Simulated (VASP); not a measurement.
# PrC (R3m) in VASP: single point with PBE

Aim: the single point of PrC with PBE.

All numbers are computed with VASP 6.6.1; they aren't measurements. Logs are shortened: lines on timing, memory, paths and dates and some standing lists are left out, and cuts for length are marked.

### Step 1. The cell of the first run

Symmetry: R3m, No. 160, trigonal system. The conventional cell has a = 3.858 Å, b = 3.858 Å, c = 9.464 Å, α = 90.00°, β = 90.00°, γ = 120.00°. Pr (site symmetry 3m) has 4 C at 2.34 to 2.37 Å within 3.1 Å. C (site symmetry 3m) has 4 Pr at 2.34 to 2.37 Å within 3.1 Å.

### Step 2. Single point, PBE, collinear spin, antiferromagnetic start (20.34 Å³/atom)

Contents of INCAR:

```
SYSTEM = PrC
PREC = Accurate
ENCUT = 520
EDIFF = 1E-7
ISMEAR = 0
SIGMA = 0.05
LREAL = .FALSE.
LASPH = .TRUE.
NELM = 150
ALGO = Normal
ISIF = 2
LWAVE = .FALSE.
LCHARG = .FALSE.
ISPIN = 2
MAGMOM = 1.53 -1.53 0 0
LORBIT = 11
LMAXMIX = 6
GGA = PE
NBANDS = 29
```

Contents of KPOINTS:

```
regular mesh
0
G
  12 12 6
  0 0 0
```

Contents of POSCAR:

```
PrC
1.0
    0.0000000000      2.7283376741      2.7283376741
    2.7283376741      0.0000000000      2.7283376741
    5.4615242815      5.4615242815     -0.0048489334
Pr C
2 2
Direct
    0.0013633330      0.0013633330     -0.0020449995
    0.0013625192      0.0013625192      0.4979562212
    0.2486356278      0.2486356278      0.1270465583
    0.2486385200      0.2486385200      0.6270422200
```

Potentials or basis: VASP PAW PBE potentials, release 64 (Pr, C).

Command:

```console
cat potpaw_PBE.64/Pr/POTCAR potpaw_PBE.64/C/POTCAR > POTCAR
mpirun -np 1 vasp_std > vasp.out
```

OUTCAR:

```text
SYSTEM = PrC
   PREC = Accurate
   ENCUT = 520
   EDIFF = 1E-7
   ISMEAR = 0
   LREAL = .FALSE.
   LASPH = .TRUE.
   NELM = 150
   ISIF = 2
   ISPIN = 2
   LORBIT = 11
   GGA = PE

 ion  position               nearest neighbor table
   1  0.001  0.001  0.998-   4 2.34   3 2.37   3 2.37   3 2.37
   2  0.001  0.001  0.498-   3 2.34   4 2.37   4 2.37   4 2.37
   3  0.249  0.249  0.127-   2 2.34   1 2.37   1 2.37   1 2.37
   4  0.249  0.249  0.627-   1 2.34   2 2.37   2 2.37   2 2.37

  LATTYP: Found a trigonal (rhomboedric) cell.
 ALAT       =     6.6909540082
 COS(alpha) =     0.8337276057

  Lattice vectors:

 A1 = (   5.4615242815,   2.7331866074,  -2.7331866075)
 A2 = (   2.7331866074,   2.7331866074,  -5.4615242816)
 A3 = (   2.7331866074,   5.4615242815,  -2.7331866075)

Analysis of symmetry for initial positions (statically):
=====================================================================
 Subroutine PRICEL returns following result:

  LATTYP: Found a trigonal (rhomboedric) cell.
 ALAT       =     3.8618863387
 COS(alpha) =     0.5008888585

  Lattice vectors:

 A1 = (   2.7307688076,   0.0024311335,  -2.7307621467)
 A2 = (   0.0024311335,   2.7307688076,  -2.7307621467)
 A3 = (   2.7307688076,   2.7307688076,  -0.0024244726)

   2 primitive cells build up your supercell.

 Routine SETGRP: Setting up the symmetry group for a
 trigonal (rhombohedral) supercell.

 Subroutine GETGRP returns: Found  6 space group operations
 (whereof  6 operations were pure point group operations)
 out of a pool of 12 trial point group operations.

The static configuration has the point symmetry C_3v.

Analysis of symmetry for dynamics (positions and initial velocities):
=====================================================================
 Subroutine PRICEL returns following result:

  LATTYP: Found a trigonal (rhomboedric) cell.
 ALAT       =     3.8618863387
 COS(alpha) =     0.5008888585

  Lattice vectors:

 A1 = (   2.7307688076,   0.0024311335,  -2.7307621467)
 A2 = (   0.0024311335,   2.7307688076,  -2.7307621467)
 A3 = (   2.7307688076,   2.7307688076,  -0.0024244726)

   2 primitive cells build up your supercell.

 Routine SETGRP: Setting up the symmetry group for a
 trigonal (rhombohedral) supercell.

 Subroutine GETGRP returns: Found  6 space group operations
 (whereof  6 operations were pure point group operations)
 out of a pool of 12 trial point group operations.

The dynamic configuration has the point symmetry C_3v.

Analysis of structural, dynamic, and magnetic symmetry:
=====================================================================
 Subroutine PRICEL returns following result:

  LATTYP: Found a trigonal (rhomboedric) cell.
 ALAT       =     3.8618863387
 COS(alpha) =     0.5008888585

  Lattice vectors:

 A1 = (   2.7307688076,   0.0024311335,  -2.7307621467)
 A2 = (   0.0024311335,   2.7307688076,  -2.7307621467)
 A3 = (   2.7307688076,   2.7307688076,  -0.0024244726)

   2 primitive cells build up your supercell.

 Routine SETGRP: Setting up the symmetry group for a
 trigonal (rhombohedral) supercell.

 Subroutine GETGRP returns: Found  6 space group operations
 (whereof  6 operations were pure point group operations)
 out of a pool of 12 trial point group operations.

The overall configuration has the point symmetry C_3v.

 Subroutine INISYM returns: Found  6 space group operations
 (whereof  6 operations are pure point group operations),
 and found     2 'primitive' translations

----------------------------------------------------------------------------------------

                                     Primitive cell

  volume of cell :      40.6728

  direct lattice vectors                    reciprocal lattice vectors
     2.730768808  0.002431134 -2.730762147     0.183180456 -0.183343090 -0.183180456
     0.002431134  2.730768808 -2.730762147    -0.183343090  0.183180456 -0.183180456
     2.730768808  2.730768808 -0.002424473     0.183180009  0.183180009  0.183343537

  length of vectors
     3.861886339  3.861886339  3.861891044     0.317371782  0.317371782  0.317371524

  position of ions in fractional coordinates (direct lattice)
     0.998636667  0.998636667  0.998631794
     0.751364372  0.751364372  0.751363752

  ion indices of the primitive-cell ions
   primitive index   ion index
                 1           1
                 2           3

----------------------------------------------------------------------------------------

 KPOINTS: regular mesh

Automatic generation of k-mesh.
 Grid dimensions read from file:
 generate k-points for:   12   12    6

 Generating k-lattice:

  Cartesian coordinates                     Fractional coordinates (reciprocal lattice)
    -0.015265038  0.015278591  0.015265038     0.083333333  0.000000000  0.000000000
     0.015278591 -0.015265038  0.015265038     0.000000000  0.083333333  0.000000000
     0.015251485  0.015251485 -0.015251485     0.000000000  0.000000000  0.166666667

  Length of vectors
     0.026447648  0.026447648  0.026416347

  Shift w.r.t. Gamma in fractional coordinates (k-lattice)
     0.000000000  0.000000000  0.000000000

 Subroutine IBZKPT returns following result:
 ===========================================

 Found     98 irreducible k-points:

 Following reciprocal coordinates:
            Coordinates               Weight
  0.000000  0.000000  0.000000      1.000000
  0.083333  0.000000 -0.000000      6.000000
  0.166667  0.000000  0.000000      6.000000
  0.250000  0.000000  0.000000      6.000000
  0.333333  0.000000 -0.000000      6.000000
  0.416667  0.000000 -0.000000      6.000000
[... 16 lines left out ...]
  0.500000  0.166667 -0.000000     12.000000
 -0.416667  0.166667  0.000000     12.000000
 [... further k-points ...]
   k-points           NKPTS =     98   k-points in BZ     NKDIM =     98   number of bands    NBANDS=     29
   number of dos      NEDOS =    301   number of ions     NIONS =      4
   total plane-waves  NPLWV =  54000
   dimension x,y,z NGX =    30 NGY =   30 NGZ =   60
   dimension x,y,z NGXF=    60 NGYF=   60 NGZF=  120
   ions per type =               2   2
   NGX,Y,Z   is equivalent  to a cutoff of  12.93, 12.93, 12.91 a.u.
   NGXF,Y,Z  is equivalent  to a cutoff of  25.85, 25.85, 25.83 a.u.
 SYSTEM =  PrC
   PREC   = accura    normal or accurate (medium, high low for compatibility)
   ISTART =      0    job   : 0-new  1-cont  2-samecut
   ICHARG =      2    charge: 1-file 2-atom 10-const
   ISPIN  =      2    spin polarized calculation?
   LNONCOLLINEAR =      F non collinear calculations
   LSORBIT =      F    spin-orbit coupling
   LASPH  =      T    aspherical Exc in radial PAW
   ENCUT  =  520.0 eV  38.22 Ry    6.18 a.u.   7.17  7.17 14.36*2*pi/ulx,y,z
   NELM   =    150;   NELMIN=  2; NELMDL= -5     # of ELM steps
   EDIFF  = 0.1E-06   stopping-criterion for ELM
   LREAL  =      F    real-space projection
   EDIFFG = 0.1E-05   stopping-criterion for IOM
   NSW    =      0    number of steps for IOM
   IBRION =     -1    ionic relax: 0-MD 1-quasi-New 2-CG
   NFREE  =      0    steps in history (QN), initial steepest desc. (CG)
   ISIF   =      2    stress and relaxation
   ISYM   =      2    0-nonsym 1-usesym 2-fastsym
   POTIM  = 0.5000    time-step for ionic-motion
   TEBEG  =    0.0;   TEEND  =   0.0 temperature during run
   PSTRESS=    0.0 pullay stress
   NELECT =      34.0000    total number of electrons
   NUPDOWN=      -1.0000    fix difference up-down
   EMIN   =  10.00;   EMAX   =-10.00  energy-range for DOS
   EFERMI =   0.00;   METHOD = LEGACY
   ISMEAR =     0;   SIGMA  =   0.05  broadening in eV -4-tet -1-fermi 0-gaus
   EFERMI_NEDOS =   21; number of points for ismear=-14 and -15
   IALGO  =     38    algorithm
   IMIX   =      4    mixing-type and parameters
     AMIX     =   0.40;   BMIX     =  1.00
     AMIX_MAG =   1.60;   BMIX_MAG =  1.00
  volume/ion in A,a.u.               =      20.34       137.24
  Fermi-wavevector in a.u.,A,eV,Ry     =   1.224025  2.313071 20.384745  1.498236
  Thomas-Fermi vector in A             =   2.359114
   LORBIT       =     11    0 simple, 1 ext, 2 COOP (PROOUT), +10 PAW based schemes
   GGA     = PE    functional components
   LHFCALC =     F    Hartree Fock is set to
   AEXX    =    0.0000 exact exchange contribution
   IVDW    =     0    specifies the selected vdW correction
   LEPSILON=     F    determine dielectric tensor
   LRPA    =     F    only Hartree local field effects (RPA)
 spin polarized calculation
 Gauss-broadening in eV      SIGMA  =   0.05
  energy-cutoff  :      520.00
  volume of cell :       81.35
 maximum number of plane-waves:      2211
 NGX is ok and might be reduce to    30
   NGX = 15   NGY = 15   NGZ = 29

 number of electron      34.0000001 magnetization      -0.0000000

 Free energy of the ion-electron system (eV)
  ---------------------------------------------------
  ext. energy  EPLUGINS =         0.00000000
  ---------------------------------------------------
  free energy    TOTEN  =       -28.31758076 eV

  energy without entropy =      -28.29917137  energy(sigma->0) =      -28.30837606

 E-fermi :   5.2339     XC(G=0): -10.2104

 val. band max:        5.2331098723   @ k =  -0.2500   0.4167   0.1667
 cond. band min:       5.2379591404   @ k =   0.0000   0.0000   0.0000
 fundamental gap:      0.0048492681
 Fermi energy:         5.2339179979

 spin component 1

 k-point     1 :       0.0000    0.0000    0.0000
  band No.  band energies     occupation
      1     -30.0656      1.00000
      2     -29.3173      1.00000
      3     -12.7308      1.00000
      4     -11.7293      1.00000
      5     -11.7293      1.00000
      6     -11.4483      1.00000
[... 21 lines left out ...]
     28       6.5772      0.00000
     29       6.5772      0.00000

 k-point     2 :       0.0833    0.0000   -0.0000
  band No.  band energies     occupation
      1     -30.0609      1.00000
      2     -29.3129      1.00000
      3     -12.7052      1.00000
      4     -11.7928      1.00000
      5     -11.7432      1.00000
      6     -11.4655      1.00000
[... 696 lines left out ...]
 k-point    24 :      -0.4167    0.1667    0.0000
  band No.  band energies     occupation
      1     -29.9909      1.00000
      2     -29.2449      1.00000
      3     -12.6495      1.00000
      4     -12.4523      1.00000
      5     -12.0625      1.00000
      6     -11.8081      1.00000
[... 21 lines left out ...]
     28       6.7656      0.00000
     29       6.8831      0.00000

 [... further k-points ...]

 spin component 2

 k-point     1 :       0.0000    0.0000    0.0000
  band No.  band energies     occupation
      1     -30.0661      1.00000
      2     -29.3168      1.00000
      3     -12.7310      1.00000
      4     -11.7298      1.00000
      5     -11.7298      1.00000
      6     -11.4481      1.00000
[... 21 lines left out ...]
     28       6.5776      0.00000
     29       6.5777      0.00000

 k-point     2 :       0.0833    0.0000   -0.0000
  band No.  band energies     occupation
      1     -30.0614      1.00000
      2     -29.3124      1.00000
      3     -12.7054      1.00000
      4     -11.7933      1.00000
      5     -11.7437      1.00000
      6     -11.4653      1.00000
[... 696 lines left out ...]
 k-point    24 :      -0.4167    0.1667    0.0000
  band No.  band energies     occupation
      1     -29.9914      1.00000
      2     -29.2444      1.00000
      3     -12.6500      1.00000
      4     -12.4524      1.00000
      5     -12.0630      1.00000
      6     -11.8079      1.00000
[... 21 lines left out ...]
     28       6.7660      0.00000
     29       6.8835      0.00000

 [... further k-points ...]

------------------------ aborting loop because EDIFF is reached ----------------------------------------

  FORCE on cell =-STRESS in cart. coord.  units (eV):
  Direction    XX          YY          ZZ          XY          YZ          ZX
  --------------------------------------------------------------------------------------
  -------------------------------------------------------------------------------------
  Total        0.5137581      0.5137581      0.5137581     -0.0333070      0.0333070      0.0333070
  in kB       10.1189732     10.1189732     10.1189732     -0.6560150      0.6560150      0.6560150
  external PRESSURE =      10.1189732 kB  Pullay stress =       0.0000000 kB

 VOLUME and BASIS-vectors are now :
 -----------------------------------------------------------------------------
  energy-cutoff  :      520.00
  volume of cell :       81.35
      direct lattice vectors                 reciprocal lattice vectors
     0.000000000  2.728337674  2.728337674    -0.183180456  0.183343090  0.183180456
     2.728337674  0.000000000  2.728337674     0.183343090 -0.183180456  0.183180456
     5.461524282  5.461524282 -0.004848933     0.091508911  0.091508911 -0.091508911

 POSITION                                       TOTAL-FORCE (eV/Angst)
 -----------------------------------------------------------------------------------
      5.45408      5.45408      0.00260        -0.019897     -0.019897      0.019897
      2.72332      2.72332      0.00502        -0.019897     -0.019897      0.019897
      1.37223      1.37223      1.35611         0.019897      0.019897     -0.019897
      4.10298      4.10298      1.35370         0.019897      0.019897     -0.019897
 -----------------------------------------------------------------------------------
    total drift:                               -0.000796     -0.000796      0.000796

  FREE ENERGIE OF THE ION-ELECTRON SYSTEM (eV)
  ---------------------------------------------------
  free  energy   TOTEN  =       -28.3175807555 eV

  energy  without entropy=      -28.2991713657  energy(sigma->0) =      -28.30837606

 total charge

# of ion       s       p       d       f       tot
--------------------------------------------------
    1        1.970   5.324   0.745   1.947   9.987
    2        1.970   5.324   0.745   1.947   9.987
    3        0.935   1.393   0.000   0.000   2.328
    4        0.935   1.393   0.000   0.000   2.328
--------------------------------------------------
tot          5.810  13.433   1.490   3.895  24.628

 magnetization (x)

# of ion       s       p       d       f       tot
--------------------------------------------------
    1       -0.010  -0.024   0.045   1.482   1.493
    2        0.010   0.024  -0.045  -1.482  -1.493
    3       -0.003  -0.037   0.000   0.000  -0.040
    4        0.003   0.037   0.000   0.000   0.040
--------------------------------------------------
tot          0.000   0.000   0.000   0.000   0.000
```

Wall time 35 min (1 thread of Intel Xeon Platinum 8488C (Sapphire Rapids), shared host); peak memory 0.52 GiB.

What came out:

```yaml
Free_energy: -28.3176 eV
Pressure: 1.0 GPa
Largest_force: 0.034 eV/Å
Band_gap_on_the_k_mesh: zero (filled and empty bands overlap)
Net_moment: 0.00 μB per cell
Site_moments: Pr +1.49, -1.49; C -0.04, +0.04 μB
Valence_electrons_inside_the_program's_atomic_spheres: Pr 9.99; C 2.33
```

Forces on the atoms (eV/Å):
```
Pr  -0.020 -0.020  0.020
Pr  -0.020 -0.020  0.020
C    0.020  0.020 -0.020
C    0.020  0.020 -0.020
```

Caveat: the magnetic or orbital state may not be the lowest; the antiferromagnetic order is the one typed at the start, and another may lie lower; spin-orbit coupling is left out, which moves the levels of the heavy elements; semilocal functionals describe open f shells poorly, which spoils levels, moments and volumes. The state reached can hang on the start; a lower one may exist.
